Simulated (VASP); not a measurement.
# Ge (P6_3/mmc) in VASP: a series of runs

Ge is run at these levels: PBEsol; tasks: relaxation of shape and atoms at fixed volume.

All numbers are computed with VASP 6.6.1; they aren't measurements. Logs are shortened: lines on timing, memory, paths and dates and some standing lists are left out, and cuts for length are marked.

**1. The cell of the first run**

The structure is hexagonal, space group P6_3/mmc (No. 194). The conventional cell has a = 2.264 Å, b = 2.264 Å, c = 3.713 Å, α = 90.00°, β = 90.00°, γ = 120.00°. Within 3.0 Å of Ge (site symmetry -6m2) lie 12 Ge at 2.26 to 2.27 Å.

This isn't the form of Ge at room conditions, which is diamond.

**2. Relaxation of shape and atoms at fixed volume, PBEsol**

Input file INCAR:

```
SYSTEM = Ge
  ALGO = Normal
  EDIFF = 1E-7
  EDIFFG = -0.005
  ENCUT = 600
  GGA = PS
  IBRION = 2
  ISIF = 4
  ISMEAR = -1
  LASPH = .TRUE.
  LCHARG = .FALSE.
  LREAL = .FALSE.
  LWAVE = .FALSE.
  NELM = 60
  NSW = 50
  PREC = Accurate
  SIGMA = 0.08
```

Input file KPOINTS:

```
k-points
0
G
  16 16 9
  0 0 0
```

Input file POSCAR:

```
Ge
1.0
    2.2638480567      0.0000000000      0.0000000000
   -1.1319240284      1.9605499274      0.0000000000
    0.0000000000      0.0000000000      3.7134174589
Ge
2
Direct
    0.3333333333      0.6666666667      0.2500000000
    0.6666666667      0.3333333333      0.7500000000
```

Potentials or basis: VASP PAW PBE potentials, release 64 (Ge_d).

Launch:

```bash
$ cat potpaw_PBE.64/Ge_d/POTCAR > POTCAR
$ mpirun -np 1 vasp_std > vasp.out
```

OUTCAR:

```text
SYSTEM = Ge
   EDIFF = 1E-7
   EDIFFG = -0.005
   ENCUT = 600
   GGA = PS
   IBRION = 2
   ISIF = 4
   ISMEAR = -1
   LASPH = .TRUE.
   LREAL = .FALSE.
   NELM = 60
   NSW = 50
   PREC = Accurate

 ion  position               nearest neighbor table
   1  0.333  0.667  0.250-   2 2.27   2 2.27   2 2.27   2 2.27   2 2.27   2 2.27
   2  0.667  0.333  0.750-   1 2.27   1 2.27   1 2.27   1 2.27   1 2.27   1 2.27

  LATTYP: Found a hexagonal cell.
 ALAT       =     2.2638480567
 C/A-ratio  =     1.6403121437

  Lattice vectors:

 A1 = (   2.2638480567,   0.0000000000,   0.0000000000)
 A2 = (  -1.1319240284,   1.9605499274,   0.0000000000)
 A3 = (   0.0000000000,   0.0000000000,   3.7134174589)

Analysis of symmetry for initial positions (statically):
=====================================================================
 Subroutine PRICEL returns:
 Original cell was already a primitive cell.

 Routine SETGRP: Setting up the symmetry group for a
 hexagonal supercell.

 Subroutine GETGRP returns: Found 24 space group operations
 (whereof 12 operations were pure point group operations)
 out of a pool of 24 trial point group operations.

The static configuration has the point symmetry D_3d.
 The point group associated with its full space group is D_6h.

Analysis of symmetry for dynamics (positions and initial velocities):
=====================================================================
 Subroutine PRICEL returns:
 Original cell was already a primitive cell.

 Routine SETGRP: Setting up the symmetry group for a
 hexagonal supercell.

 Subroutine GETGRP returns: Found 24 space group operations
 (whereof 12 operations were pure point group operations)
 out of a pool of 24 trial point group operations.

The dynamic configuration has the point symmetry D_3d.
 The point group associated with its full space group is D_6h.

 Subroutine INISYM returns: Found 24 space group operations
 (whereof 12 operations are pure point group operations),
 and found     1 'primitive' translations

----------------------------------------------------------------------------------------

                                     Primitive cell

  volume of cell :      16.4816

  direct lattice vectors                    reciprocal lattice vectors
     2.263848057  0.000000000  0.000000000     0.441725759  0.255030486  0.000000000
    -1.131924028  1.960549927  0.000000000     0.000000000  0.510060971  0.000000000
     0.000000000  0.000000000  3.713417459     0.000000000  0.000000000  0.269293720

  length of vectors
     2.263848057  2.263848057  3.713417459     0.510060971  0.510060971  0.269293720

  position of ions in fractional coordinates (direct lattice)
     0.333333333  0.666666667  0.250000000
     0.666666667  0.333333333  0.750000000

  ion indices of the primitive-cell ions
   primitive index   ion index
                 1           1
                 2           2

----------------------------------------------------------------------------------------

 KPOINTS: k-points

Automatic generation of k-mesh.
 Grid dimensions read from file:
 generate k-points for:   16   16    9

 Generating k-lattice:

  Cartesian coordinates                     Fractional coordinates (reciprocal lattice)
     0.027607860  0.015939405  0.000000000     0.062500000  0.000000000  0.000000000
     0.000000000  0.031878811  0.000000000     0.000000000  0.062500000  0.000000000
     0.000000000  0.000000000  0.029921524     0.000000000  0.000000000  0.111111111

  Length of vectors
     0.031878811  0.031878811  0.029921524

  Shift w.r.t. Gamma in fractional coordinates (k-lattice)
     0.000000000  0.000000000  0.000000000

 Subroutine IBZKPT returns following result:
 ===========================================

 Found    150 irreducible k-points:

 Following reciprocal coordinates:
            Coordinates               Weight
  0.000000  0.000000  0.000000      1.000000
  0.062500  0.000000  0.000000      6.000000
  0.125000  0.000000  0.000000      6.000000
  0.187500  0.000000  0.000000      6.000000
  0.250000  0.000000  0.000000      6.000000
  0.312500  0.000000  0.000000      6.000000
[... 16 lines left out ...]
  0.187500  0.187500  0.000000      6.000000
  0.250000  0.187500  0.000000     12.000000
 [... further k-points ...]
   k-points           NKPTS =    150   k-points in BZ     NKDIM =    150   number of bands    NBANDS=     18
   number of dos      NEDOS =    301   number of ions     NIONS =      2
   total plane-waves  NPLWV =   9720
   dimension x,y,z NGX =    18 NGY =   18 NGZ =   30
   dimension x,y,z NGXF=    36 NGYF=   36 NGZF=   60
   ions per type =               2
   NGX,Y,Z   is equivalent  to a cutoff of  13.22, 13.22, 13.43 a.u.
   NGXF,Y,Z  is equivalent  to a cutoff of  26.44, 26.44, 26.86 a.u.
 SYSTEM =  Ge
   PREC   = accura    normal or accurate (medium, high low for compatibility)
   ISTART =      0    job   : 0-new  1-cont  2-samecut
   ICHARG =      2    charge: 1-file 2-atom 10-const
   ISPIN  =      1    spin polarized calculation?
   LNONCOLLINEAR =      F non collinear calculations
   LSORBIT =      F    spin-orbit coupling
   LASPH  =      T    aspherical Exc in radial PAW
   ENCUT  =  600.0 eV  44.10 Ry    6.64 a.u.   4.52  4.52  7.42*2*pi/ulx,y,z
   NELM   =     60;   NELMIN=  2; NELMDL= -5     # of ELM steps
   EDIFF  = 0.1E-06   stopping-criterion for ELM
   LREAL  =      F    real-space projection
   EDIFFG = -.5E-02   stopping-criterion for IOM
   NSW    =     50    number of steps for IOM
   IBRION =      2    ionic relax: 0-MD 1-quasi-New 2-CG
   NFREE  =      1    steps in history (QN), initial steepest desc. (CG)
   ISIF   =      4    stress and relaxation
   ISYM   =      2    0-nonsym 1-usesym 2-fastsym
   POTIM  = 0.5000    time-step for ionic-motion
   TEBEG  =    0.0;   TEEND  =   0.0 temperature during run
   PSTRESS=    0.0 pullay stress
   NELECT =      28.0000    total number of electrons
   NUPDOWN=      -1.0000    fix difference up-down
   EMIN   =  10.00;   EMAX   =-10.00  energy-range for DOS
   EFERMI =   0.00;   METHOD = LEGACY
   ISMEAR =    -1;   SIGMA  =   0.08  broadening in eV -4-tet -1-fermi 0-gaus
   EFERMI_NEDOS =   21; number of points for ismear=-14 and -15
   IALGO  =     38    algorithm
   IMIX   =      4    mixing-type and parameters
     AMIX     =   0.40;   BMIX     =  1.00
     AMIX_MAG =   1.60;   BMIX_MAG =  1.00
  volume/ion in A,a.u.               =       8.24        55.61
  Fermi-wavevector in a.u.,A,eV,Ry     =   1.953415  3.691419 51.917522  3.815830
  Thomas-Fermi vector in A             =   2.980239
   LORBIT       =      0    0 simple, 1 ext, 2 COOP (PROOUT), +10 PAW based schemes
   GGA     = PS    functional components
   LHFCALC =     F    Hartree Fock is set to
   AEXX    =    0.0000 exact exchange contribution
   IVDW    =     0    specifies the selected vdW correction
   LEPSILON=     F    determine dielectric tensor
   LRPA    =     F    only Hartree local field effects (RPA)
 conjugate gradient relaxation of ions
 non-spin polarized calculation
  energy-cutoff  :      600.00
  volume of cell :       16.48
 maximum number of plane-waves:       567
   NGX =  9   NGY =  9   NGZ = 15

--------------------------------------- Ionic step        1  -------------------------------------------

 number of electron      28.0000029 magnetization

 Free energy of the ion-electron system (eV)
  ---------------------------------------------------
  ext. energy  EPLUGINS =         0.00000000
  ---------------------------------------------------
  free energy    TOTEN  =         1.52638202 eV

  energy without entropy =        1.53756050  energy(sigma->0) =        1.53197126

------------------------ aborting loop because EDIFF is reached ----------------------------------------

  FORCE on cell =-STRESS in cart. coord.  units (eV):
  Direction    XX          YY          ZZ          XY          YZ          ZX
  --------------------------------------------------------------------------------------
  -------------------------------------------------------------------------------------
  Total       37.1800409     37.1800409     36.7685346     -0.0000000     -0.0000000     -0.0000000
  in kB     3614.2774612   3614.2774611   3574.2748711     -0.0000001     -0.0000000     -0.0000000
  external PRESSURE =    3600.9432645 kB  Pullay stress =       0.0000000 kB
[... 57 lines left out ...]
  energy  without entropy=        1.5383962200  energy(sigma->0) =        1.53253417

--------------------------------------- Ionic step        3  -------------------------------------------

 number of electron      28.0000033 magnetization

 Free energy of the ion-electron system (eV)
  ---------------------------------------------------
  ext. energy  EPLUGINS =         0.00000000
  ---------------------------------------------------
  free energy    TOTEN  =         1.52579042 eV

  energy without entropy =        1.53728161  energy(sigma->0) =        1.53153602

 E-fermi :  20.3810     XC(G=0): -16.3844

 val. band max:       20.3300483403   @ k =   0.2500   0.0625   0.3333
 cond. band min:      20.4135618907   @ k =   0.1875   0.1250   0.1111
 fundamental gap:      0.0835135503
 Fermi energy:        20.3809766209

 k-point     1 :       0.0000    0.0000    0.0000
  band No.  band energies     occupation
      1      -7.0163      2.00000
      2      -6.5259      2.00000
      3      -6.4639      2.00000
      4      -6.4639      2.00000
      5      -6.3621      2.00000
      6      -6.3621      2.00000
[... 10 lines left out ...]
     17      36.7466      0.00000
     18      36.7466      0.00000
[... 466 lines left out ...]
      2      -6.8306      2.00000
      3      -6.7010      2.00000
      4      -6.4961      2.00000
      5      -6.2369      2.00000
      6      -6.1753      2.00000
[... 10 lines left out ...]
     17      26.9041      0.00000
     18      29.1855      0.00000

 [... further k-points ...]
[... 5 lines left out ...]
  --------------------------------------------------------------------------------------
  -------------------------------------------------------------------------------------
  Total       37.0489413     37.0489413     37.0510012     -0.0000000     -0.0000000      0.0000000
  in kB     3601.5332428   3601.5332427   3601.7334885     -0.0000002     -0.0000000      0.0000000
  external PRESSURE =    3601.5999913 kB  Pullay stress =       0.0000000 kB
[... 17 lines left out ...]
  FREE ENERGIE OF THE ION-ELECTRON SYSTEM (eV)
  ---------------------------------------------------
  free  energy   TOTEN  =         1.5257904179 eV

  energy  without entropy=        1.5372816145  energy(sigma->0) =        1.53153602

 reached required accuracy - stopping structural energy minimisation
```

Wall time 52 s (1 thread of Intel Xeon 6975P-C (Granite Rapids), shared host); peak memory 0.16 GiB.

Results:

- Free energy: 1.5258 eV
- Energy gained by relaxing: 0.3 meV/atom
- Ionic steps: 3
- Pressure after relaxing: 360.2 GPa
- Band gap on the k mesh: zero (bands 14 and 15 overlap by 18.99 eV)

The path:
```tsv
step	energy change (eV)	largest force (eV/Å)	pressure (GPa)	volume (Å³)
1	0.0000	0.0000	360.09	16.48
2	0.0003	0.0000	360.21	16.48
3	-0.0006	0.0000	360.16	16.48
```

Final structure:
```yaml
crystal:
  lattice:
    - [2.26716, 0.00000, 0.00000]
    - [-1.13358, 1.96342, 0.00000]
    - [0.00000, 0.00000, 3.70258]
  atoms:
    - { symbol: Ge, position: [0.33333, 0.66667, 0.25000] }
    - { symbol: Ge, position: [0.66667, 0.33333, 0.75000] }
```

Caveat: the PAW data sets were made with another functional, which shifts forces and pressure a little.

**3. Relaxation of shape and atoms at fixed volume, PBEsol**

This run uses another cell than the first one, of 10.07 Å³/atom.

Input file INCAR:

```
PREC = Accurate
ENCUT = 600
EDIFF = 1E-7
ISMEAR = -1
SIGMA = 0.08
LREAL = False
LASPH = True
NELM = 100
ALGO = Normal
ISIF = 4
LWAVE = False
LCHARG = False
GGA = PS
IBRION = 2
NSW = 50
EDIFFG = -0.005
```

Input file KPOINTS:

```
regular mesh
0
Gamma
  16 16 9
```

Input file POSCAR:

```
Ge
1.0
    2.4204567866      0.0000000000      0.0000000000
   -1.2102283933      2.0961770660      0.0000000000
    0.0000000000      0.0000000000      3.9703046604
Ge
2
Direct
    0.3333333333      0.6666666667      0.2500000000
    0.6666666667      0.3333333333      0.7500000000
```

Potentials or basis: VASP PAW PBE potentials, release 64 (Ge_d).

Launch:

```bash
$ cat potpaw_PBE.64/Ge_d/POTCAR > POTCAR
$ mpirun -np 1 vasp_std > vasp.out
```

It took 51 s on 1 thread of Intel Xeon 6975P-C (Granite Rapids), shared host; peak memory 0.17 GiB.

It converged, with:

```yaml
Free_energy: -4.2374 eV
Energy_gained_by_relaxing: 0.3 meV/atom
Ionic_steps: 3
Pressure_after_relaxing: 170.4 GPa
Band_gap_on_the_k_mesh: zero (bands 14 and 15 overlap by 16.71 eV)
```

Step by step:
```csv
step,energy change (eV),largest force (eV/Å),pressure (GPa),volume (Å³)
1,0.0000,0.0000,170.19,20.14
2,-0.0004,0.0000,170.42,20.14
3,-0.0006,0.0000,170.38,20.14
```

Final structure:
```xyz
2
Lattice="2.4247 0.0000 0.0000 -1.2124 2.0999 0.0000 0.0000 0.0000 3.9563" Properties=species:S:1:pos:R:3 pbc="T T T"
Ge    0.0000    1.3999    0.9891
Ge    1.2124    0.7000    2.9673
```

Levels at points of the mesh, in eV from the Fermi level:
```
           k point  band 11  band 12  band 13  band 14  band 15  band 16  band 17  band 18
(0.00, 0.00, 0.00)   -20.62   -10.85    -9.92    11.85    11.85    14.40    14.40    15.38
(0.50, 0.00, 0.00)   -11.62   -11.54    -2.79    -2.52    -0.94     0.09     3.61     8.72
```

Caveat: the PAW data sets were made with another functional, which shifts forces and pressure a little.
